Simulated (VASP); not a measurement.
# TaAsS in VASP: notebook

The runs below take TaAsS through single point, with PBE.

All numbers are computed with VASP 6.6.1; they aren't measurements. Logs are shortened: lines on timing, memory, paths and dates and some standing lists are left out, and cuts for length are marked.

### 1 The cell of the first run

The cell holds a sheet with vacuum, 3 atoms: a = 3.352 Å, b = 3.352 Å, c = 18.000 Å, α = 90.00°, β = 90.00°, γ = 120.00°.

### 2 Single point, PBE

File INCAR:

```
PREC = Accurate ; ENCUT = 520
EDIFF = 1E-6 ; ISMEAR = 0
SIGMA = 0.1 ; LREAL = False
LASPH = True ; NELM = 80
ALGO = Normal ; ISIF = 2
LWAVE = False ; LCHARG = True
LDIPOL = True ; IDIPOL = 3
DIPOL = 0.5 0.5 0.498 ; GGA = PE
LELF = True ; LVHAR = True
LVACPOTAV = True ; NBANDS = 18
```

File KPOINTS:

```
regular mesh
0
Gamma
  6 6 1
```

File POSCAR:

```
TaAsS
1.0
    3.3523448300      0.0000000000      0.0000000000
   -1.6761724100      2.9032164500      0.0000000000
    0.0000000000      0.0000000000     18.0000000000
Ta As S
1 1 1
Direct
    0.0000000000      0.0000000000      0.4953333300
    0.6666666700      0.3333333300      0.5890017100
    0.3333333300      0.6666666700      0.4109982900
```

Potentials or basis: VASP PAW PBE potentials, release 64 (Ta_pv, As, S).

The run is started by

```console
cat potpaw_PBE.64/Ta_pv/POTCAR potpaw_PBE.64/As/POTCAR potpaw_PBE.64/S/POTCAR > POTCAR
mpirun -np 1 vasp_std > vasp.out
```

OUTCAR:

```text
PREC = Accurate
   ENCUT = 520
   EDIFF = 1E-6
   ISMEAR = 0
   LREAL = False
   LASPH = True
   NELM = 80
   ISIF = 2
   GGA = PE

 ion  position               nearest neighbor table
   1  0.000  0.000  0.495-   3 2.46   3 2.46   3 2.46   2 2.57   2 2.57   2 2.57
   2  0.667  0.333  0.589-   1 2.57   1 2.57   1 2.57
   3  0.333  0.667  0.411-   1 2.46   1 2.46   1 2.46

  LATTYP: Found a hexagonal cell.
 ALAT       =     3.3523448300
 C/A-ratio  =     5.3693760376

  Lattice vectors:

 A1 = (   3.3523448300,   0.0000000000,   0.0000000000)
 A2 = (  -1.6761724100,   2.9032164500,   0.0000000000)
 A3 = (   0.0000000000,   0.0000000000,  18.0000000000)

Analysis of symmetry for initial positions (statically):
=====================================================================
 Subroutine PRICEL returns:
 Original cell was already a primitive cell.

 Routine SETGRP: Setting up the symmetry group for a
 hexagonal supercell.

 Subroutine GETGRP returns: Found  6 space group operations
 (whereof  6 operations were pure point group operations)
 out of a pool of 24 trial point group operations.

The static configuration has the point symmetry C_3v.

Analysis of symmetry for dynamics (positions and initial velocities):
=====================================================================
 Subroutine PRICEL returns:
 Original cell was already a primitive cell.

 Routine SETGRP: Setting up the symmetry group for a
 hexagonal supercell.

 Subroutine GETGRP returns: Found  6 space group operations
 (whereof  6 operations were pure point group operations)
 out of a pool of 24 trial point group operations.

The dynamic configuration has the point symmetry C_3v.

 Subroutine INISYM returns: Found  6 space group operations
 (whereof  6 operations are pure point group operations),
 and found     1 'primitive' translations

----------------------------------------------------------------------------------------

                                     Primitive cell

  volume of cell :     175.1865

  direct lattice vectors                    reciprocal lattice vectors
     3.352344830  0.000000000  0.000000000     0.298298669  0.172222777  0.000000000
    -1.676172410  2.903216450  0.000000000     0.000000000  0.344445555  0.000000000
     0.000000000  0.000000000 18.000000000     0.000000000  0.000000000  0.055555556

  length of vectors
     3.352344830  3.352345403 18.000000000     0.344445613  0.344445555  0.055555556

  position of ions in fractional coordinates (direct lattice)
     0.000000000  0.000000000  0.495333330
     0.666666670  0.333333330  0.589001710
     0.333333330  0.666666670  0.410998290

  ion indices of the primitive-cell ions
   primitive index   ion index
                 1           1
                 2           2
                 3           3

----------------------------------------------------------------------------------------

 KPOINTS: regular mesh

Automatic generation of k-mesh.
 Grid dimensions read from file:
 generate k-points for:    6    6    1

 Generating k-lattice:

  Cartesian coordinates                     Fractional coordinates (reciprocal lattice)
     0.049716445  0.028703796  0.000000000     0.166666667 -0.000000000  0.000000000
     0.000000000  0.057407592  0.000000000     0.000000000  0.166666667  0.000000000
     0.000000000  0.000000000  0.055555556     0.000000000  0.000000000  1.000000000

  Length of vectors
     0.057407602  0.057407592  0.055555556

  Shift w.r.t. Gamma in fractional coordinates (k-lattice)
     0.000000000  0.000000000  0.000000000

 Subroutine IBZKPT returns following result:
 ===========================================

 Found      7 irreducible k-points:

 Following reciprocal coordinates:
            Coordinates               Weight
  0.000000  0.000000  0.000000      1.000000
  0.166667  0.000000  0.000000      6.000000
  0.333333  0.000000  0.000000      6.000000
  0.500000  0.000000  0.000000      3.000000
  0.166667  0.166667  0.000000      6.000000
  0.333333  0.166667  0.000000     12.000000
  0.333333  0.333333  0.000000      2.000000
   k-points           NKPTS =      7   k-points in BZ     NKDIM =      7   number of bands    NBANDS=     18
   number of dos      NEDOS =    301   number of ions     NIONS =      3
   total plane-waves  NPLWV = 109760
   dimension x,y,z NGX =    28 NGY =   28 NGZ =  140
   dimension x,y,z NGXF=    56 NGYF=   56 NGZF=  280
   ions per type =               1   1   1
   NGX,Y,Z   is equivalent  to a cutoff of  13.89, 13.89, 12.93 a.u.
   NGXF,Y,Z  is equivalent  to a cutoff of  27.77, 27.77, 25.86 a.u.
 SYSTEM =  unknown system
   PREC   = accura    normal or accurate (medium, high low for compatibility)
   ISTART =      0    job   : 0-new  1-cont  2-samecut
   ICHARG =      2    charge: 1-file 2-atom 10-const
   ISPIN  =      1    spin polarized calculation?
   LNONCOLLINEAR =      F non collinear calculations
   LSORBIT =      F    spin-orbit coupling
   LASPH  =      T    aspherical Exc in radial PAW
   ENCUT  =  520.0 eV  38.22 Ry    6.18 a.u.   6.23  6.23 33.47*2*pi/ulx,y,z
   NELM   =     80;   NELMIN=  2; NELMDL= -5     # of ELM steps
   EDIFF  = 0.1E-05   stopping-criterion for ELM
   LREAL  =      F    real-space projection
   EDIFFG = 0.1E-04   stopping-criterion for IOM
   NSW    =      0    number of steps for IOM
   IBRION =     -1    ionic relax: 0-MD 1-quasi-New 2-CG
   NFREE  =      0    steps in history (QN), initial steepest desc. (CG)
   ISIF   =      2    stress and relaxation
   ISYM   =      2    0-nonsym 1-usesym 2-fastsym
   POTIM  = 0.5000    time-step for ionic-motion
   TEBEG  =    0.0;   TEEND  =   0.0 temperature during run
   PSTRESS=    0.0 pullay stress
   NELECT =      22.0000    total number of electrons
   NUPDOWN=      -1.0000    fix difference up-down
   EMIN   =  10.00;   EMAX   =-10.00  energy-range for DOS
   EFERMI =   0.00;   METHOD = LEGACY
   ISMEAR =     0;   SIGMA  =   0.10  broadening in eV -4-tet -1-fermi 0-gaus
   EFERMI_NEDOS =   21; number of points for ismear=-14 and -15
   IALGO  =     38    algorithm
   IMIX   =      4    mixing-type and parameters
     AMIX     =   0.40;   BMIX     =  1.00
     AMIX_MAG =   1.60;   BMIX_MAG =  1.00
  volume/ion in A,a.u.               =      58.40       394.07
  Fermi-wavevector in a.u.,A,eV,Ry     =   0.819814  1.549225  9.144416  0.672096
  Thomas-Fermi vector in A             =   1.930686
   LORBIT       =      0    0 simple, 1 ext, 2 COOP (PROOUT), +10 PAW based schemes
   GGA     = PE    functional components
   LHFCALC =     F    Hartree Fock is set to
   AEXX    =    0.0000 exact exchange contribution
   IVDW    =     0    specifies the selected vdW correction
   LEPSILON=     F    determine dielectric tensor
   LRPA    =     F    only Hartree local field effects (RPA)
 non-spin polarized calculation
 Gauss-broadening in eV      SIGMA  =   0.10
  energy-cutoff  :      520.00
  volume of cell :      175.19
 maximum number of plane-waves:      4727
 NGX is ok and might be reduce to    28
   NGX = 13   NGY = 13   NGZ = 67

 dipolmoment           0.000000      0.000000     -0.067862 electrons x Angstroem

 number of electron      21.9999998 magnetization

 dipolmoment           0.000000      0.000000      0.000547 electrons x Angstroem

 Free energy of the ion-electron system (eV)
  ---------------------------------------------------
  ext. energy  EPLUGINS =         0.00000000
  ---------------------------------------------------
  free energy    TOTEN  =       -22.08412629 eV

  energy without entropy =      -22.06456924  energy(sigma->0) =      -22.07434776

 E-fermi :  -1.9418     XC(G=0):  -4.1996

 val. band max:       -1.9459407805   @ k =   0.1667   0.0000   0.0000
 cond. band min:      -1.8399508983   @ k =   0.5000   0.0000   0.0000
 fundamental gap:      0.1059898822
 Fermi energy:        -1.9418488692

 k-point     1 :       0.0000    0.0000    0.0000
  band No.  band energies     occupation
      1     -36.5858      2.00000
      2     -36.4778      2.00000
      3     -36.4778      2.00000
      4     -15.8500      2.00000
      5     -13.2343      2.00000
      6      -7.3583      2.00000
[... 10 lines left out ...]
     17       3.8059      0.00000
     18       3.8600      0.00000

 k-point     2 :       0.1667    0.0000    0.0000
  band No.  band energies     occupation
      1     -36.5720      2.00000
      2     -36.5496      2.00000
      3     -36.4944      2.00000
      4     -15.5238      2.00000
      5     -12.9990      2.00000
      6      -6.8785      2.00000
[... 10 lines left out ...]
     17       3.5381      0.00000
     18       3.8504      0.00000

 k-point     3 :       0.3333    0.0000    0.0000
  band No.  band energies     occupation
      1     -36.6910      2.00000
      2     -36.5435      2.00000
      3     -36.5273      2.00000
      4     -14.8750      2.00000
      5     -12.2845      2.00000
      6      -6.8999      2.00000
[... 10 lines left out ...]
     17       4.5757      0.00000
     18       4.9011      0.00000

 k-point     4 :       0.5000    0.0000    0.0000
  band No.  band energies     occupation
      1     -36.7600      2.00000
      2     -36.5438      2.00000
      3     -36.5294      2.00000
      4     -14.5696      2.00000
      5     -11.6237      2.00000
      6      -7.9527      2.00000
[... 10 lines left out ...]
     17       3.8129      0.00000
     18       5.2048      0.00000

 k-point     5 :       0.1667    0.1667    0.0000
  band No.  band energies     occupation
      1     -36.6425      2.00000
      2     -36.5513      2.00000
      3     -36.5323      2.00000
      4     -15.0310      2.00000
      5     -12.5194      2.00000
      6      -6.4207      2.00000
[... 10 lines left out ...]
     17       4.4709      0.00000
     18       4.9516      0.00000

 k-point     6 :       0.3333    0.1667    0.0000
  band No.  band energies     occupation
      1     -36.7240      2.00000
      2     -36.5810      2.00000
      3     -36.5294      2.00000
      4     -14.5501      2.00000
      5     -11.7201      2.00000
      6      -7.3246      2.00000
[... 10 lines left out ...]
     17       4.8650      0.00000
     18       5.6288      0.00000

 k-point     7 :       0.3333    0.3333    0.0000
  band No.  band energies     occupation
      1     -36.6769      2.00000
      2     -36.6718      2.00000
      3     -36.5225      2.00000
      4     -14.3770      2.00000
      5     -11.4032      2.00000
      6      -6.8020      2.00000
[... 10 lines left out ...]
     17       4.7910      0.00000
     18       7.0613      0.00000

------------------------ aborting loop because EDIFF is reached ----------------------------------------

  FORCE on cell =-STRESS in cart. coord.  units (eV):
  Direction    XX          YY          ZZ          XY          YZ          ZX
  --------------------------------------------------------------------------------------
  -------------------------------------------------------------------------------------
  Total        1.6086371      1.6086379      3.4582217      0.0000000     -0.0000000      0.0000000
  in kB       14.7118763     14.7118830     31.6273504      0.0000000     -0.0000000      0.0000000
  external PRESSURE =      20.3503699 kB  Pullay stress =       0.0000000 kB

 VOLUME and BASIS-vectors are now :
 -----------------------------------------------------------------------------
  energy-cutoff  :      520.00
  volume of cell :      175.19
      direct lattice vectors                 reciprocal lattice vectors
     3.352344830  0.000000000  0.000000000     0.298298669  0.172222777  0.000000000
    -1.676172410  2.903216450  0.000000000     0.000000000  0.344445555  0.000000000
     0.000000000  0.000000000 18.000000000     0.000000000  0.000000000  0.055555556

 POSITION                                       TOTAL-FORCE (eV/Angst)
 -----------------------------------------------------------------------------------
      0.00000      0.00000      8.91600         0.000000      0.000000     -1.415445
      1.67617      0.96774     10.60203        -0.000000      0.000000      1.754342
     -0.00000      1.93548      7.39797        -0.000000     -0.000000     -0.338897
 -----------------------------------------------------------------------------------
    total drift:                                0.000006     -0.000005      0.000305

  FREE ENERGIE OF THE ION-ELECTRON SYSTEM (eV)
  ---------------------------------------------------
  free  energy   TOTEN  =       -22.0841262912 eV

  energy  without entropy=      -22.0645692384  energy(sigma->0) =      -22.07434776

 vacuum level on the upper side and lower side of the slab         3.503         3.493
```

Wall time 26 s (1 thread of Intel Xeon 6975P-C (Granite Rapids), shared host); peak memory 0.32 GiB.

What came out:

```
Free energy            : -22.0841 eV
Largest force          : 1.754 eV/Å
Band gap on the k mesh : zero (band 11 reaches -1.20 eV, above the bottom of band 12 at -2.01 eV)
```

Forces on the atoms (eV/Å):
```
Ta   0.000  0.000 -1.415
As   0.000  0.000  1.754
S    0.000  0.000 -0.339
```

Levels at points of the mesh, in eV from the Fermi level:
```csv
k point,band 7,band 8,band 9,band 10,band 11,band 12,band 13,band 14,band 15,band 16
"(0.00, 0.00, 0.00)",-2.80,-2.80,-1.42,0.74,0.74,0.85,1.54,1.54,4.84,5.15
"(0.50, 0.00, 0.00)",-3.99,-3.36,-3.00,-1.39,-0.27,0.10,3.25,3.82,5.07,5.63
```

Caveat: the k points lie up to 0.36 Å⁻¹ apart; spin-orbit coupling is left out, which moves the levels of the heavy elements.

### 3 Single point, PBE

File INCAR:

```
SYSTEM = TaAsS
PREC = Accurate
ENCUT = 520
EDIFF = 1E-6
ISMEAR = 0
SIGMA = 0.1
LREAL = .FALSE.
LASPH = .TRUE.
NELM = 100
ALGO = Normal
ISIF = 2
LWAVE = .FALSE.
LCHARG = .FALSE.
LDIPOL = .TRUE.
IDIPOL = 3
DIPOL = 0.5 0.5 0.498
GGA = PE
NBANDS = 18
```

File KPOINTS:

```
regular mesh
0
G
  6 6 1
  0 0 0
```

POSCAR is that of step 2.

Potentials or basis: VASP PAW PBE potentials, release 64 (Ta_pv, As, S).

The run is started by

```console
cat potpaw_PBE.64/Ta_pv/POTCAR potpaw_PBE.64/As/POTCAR potpaw_PBE.64/S/POTCAR > POTCAR
mpirun -np 1 vasp_std > vasp.out
```

It took 26 s on 1 thread of Intel Xeon 6975P-C (Granite Rapids), shared host; peak memory 0.32 GiB.

The run converged. Its results:

| Quantity | Value |
| --- | --- |
| Free energy | -22.0841 eV |
| Largest force | 1.754 eV/Å |
| Band gap on the k mesh | zero (band 11 reaches -1.20 eV, above the bottom of band 12 at -2.01 eV) |

Forces in eV/Å, atoms in the order of the input:
```
Ta   0.000  0.000 -1.415
As   0.000  0.000  1.754
S    0.000  0.000 -0.339
```

Levels at points of the mesh, in eV from the Fermi level:
```csv
k point,band 9,band 10,band 11,band 12,band 13,band 14
"(0.00, 0.00, 0.00)",-1.42,0.74,0.74,0.85,1.54,1.54
"(0.50, 0.00, 0.00)",-3.00,-1.39,-0.27,0.10,3.25,3.82
```

Caveat: the k points lie up to 0.36 Å⁻¹ apart; spin-orbit coupling is left out, which moves the levels of the heavy elements.
